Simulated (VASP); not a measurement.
Set up this calculation in VASP 6.6.1, as the native input.

```yaml
Task: single point
Functional: PBE
Potentials_or_basis: VASP PAW PBE potentials, release 64 (Au)
Cutoff: 520 eV
k_mesh: 9 × 9 × 12
Occupations: fermi-dirac, width 0.08 eV
Spin: no spin polarisation
Dipole_correction: no
Further_INCAR_settings: ALGO = Normal; EDIFF = 1e-06; NBANDS = 24
```

The structure of Au lies in POSCAR:

```
Au
1.0
    4.5880111394      0.0000000000      0.0000000000
   -2.2940055697      3.9733341996      0.0000000000
    0.0000000000      0.0000000000      2.7162514098
Au
3
Direct
    0.0000000000      0.0000000000      0.0000000000
    0.3333333333      0.6666666667      0.5000000000
    0.6666666667      0.3333333333      0.5000000000
```

This isn't the form of Au at room conditions, which is fcc.

One way to write it, as run:

INCAR

```
ALGO = Normal ; EDIFF = 1E-6
ENCUT = 520 ; GGA = PE
ISIF = 2 ; ISMEAR = -1
LASPH = T ; LCHARG = F
LREAL = F ; LWAVE = F
NBANDS = 24 ; NELM = 60
PREC = Accurate ; SIGMA = 0.08
```

KPOINTS

```
k-points
0
Gamma
  9 9 12
```

Potentials or basis: VASP PAW PBE potentials, release 64 (Au).

Launch:

```bash
$ cat potpaw_PBE.64/Au/POTCAR > POTCAR
$ mpirun -np 1 vasp_std > vasp.out
```

It gave:

The pressure is 18.7 GPa. The band gap on the k mesh is zero (an odd number of electrons rules out a gap without spin polarisation).

Caveat: the cell stands under pressure; spin-orbit coupling is left out, which moves the levels of the heavy elements.

Run time: 97 s on 1 thread of Intel Xeon 8259CL, on a shared host, peak memory 0.22 GiB.
